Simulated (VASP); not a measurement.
The system is GaSb.

```
Sb Ga
1.0
     0.00000    3.05900    3.05900
     3.05900    0.00000    3.05900
     3.05900    3.05900    0.00000
Sb Ga
1 1
Cartesian
  4.5885 4.5885 4.5885
  0.0000 0.0000 0.0000
```

* Program: VASP 6.6.1
* Task: relaxation of cell and atoms
* Functional: PBE exchange alone
* Potentials or basis: VASP PAW PBE potentials, release 64 (Sb, Ga_d)
* Cutoff: 600 eV
* k mesh: 8 × 8 × 8
* Occupations: fermi-dirac, width 0.05 eV
* Spin: no spin polarisation

At the start: pressure 10.4 GPa; volume 28.62 Å³/atom.

Q: Where does the relaxation end?

A: Over 4 steps the energy falls by 199.7 meV/atom and the volume is 36.53 Å³/atom (+27.6 %); space group F-43m (No. 216, to 0.05 Å).

The path:
```tsv
step	energy change (eV)	largest force (eV/Å)	pressure (GPa)	volume (Å³)
1	0.0000	0.0000	10.43	57.25
2	-0.3980	0.0000	-0.37	74.12
3	-0.3994	0.0000	0.06	72.72
4	-0.3994	0.0000	-0.04	73.05
```

Final structure:
```yaml
crystal:
  lattice:
    - [0.00000, 3.31795, 3.31795]
    - [3.31795, 0.00000, 3.31795]
    - [3.31795, 3.31795, 0.00000]
  atoms:
    - { symbol: Sb, position: [0.75000, 0.75000, 0.75000] }
    - { symbol: Ga, position: [0.00000, 0.00000, 0.00000] }
```

Caveat: the volume moved by over 15 % at a fixed basis, so the end points are rough; the volume moved by +28 % from the deposited cell, more than functionals usually miss.
